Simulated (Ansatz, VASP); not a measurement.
Co in VASP and in Ansatz

```
Co
1.0
     2.55215    0.00000    0.00000
    -1.27607    2.21023    0.00000
     0.00000    0.00000    4.14484
Co
2
Direct
  0.33333 0.66667 0.25000
  0.66667 0.33333 0.75000
```

Change from the starting cell: volume scaled by 1.04, crystal datasets.

Alike in both runs: task electric field gradients; functional PBEsol; k mesh 19 × 19 × 10; occupations fermi-dirac, width 0.05 eV; collinear spin.

|  | VASP | Ansatz |
| --- | --- | --- |
| version | VASP 6.6.1 | Ansatz 0.2.0 |
| potentials or method | VASP PAW PBE potentials, release 64 (Co), cutoff 520 eV | all-electron PAW with datasets made for the crystal, scalar-relativistic |

Ansatz gave:

* pressure (GPa): -21.9
* traceless stress, the component that is largest in VASP (GPa): -0.54
* net moment per atom (μB): 1.68
* size of the moment on the site where the two differ most (μB): 1.75
* size of Vzz on the site where it differs most (V/Å²): 2.0

Which values does VASP return?

Pressure (GPa): -22.2; traceless stress, the component that is largest in VASP (GPa): -0.70; net moment per atom (μB): 1.66; size of the moment on the site where the two differ most (μB): 1.69; size of Vzz on the site where it differs most (V/Å²): 2.1.

VASP's potentials were made for PBE, not for PBEsol. Site moments also hang on the region over which each program counts them. Ansatz ran all-electron here, and VASP with PAW potentials.
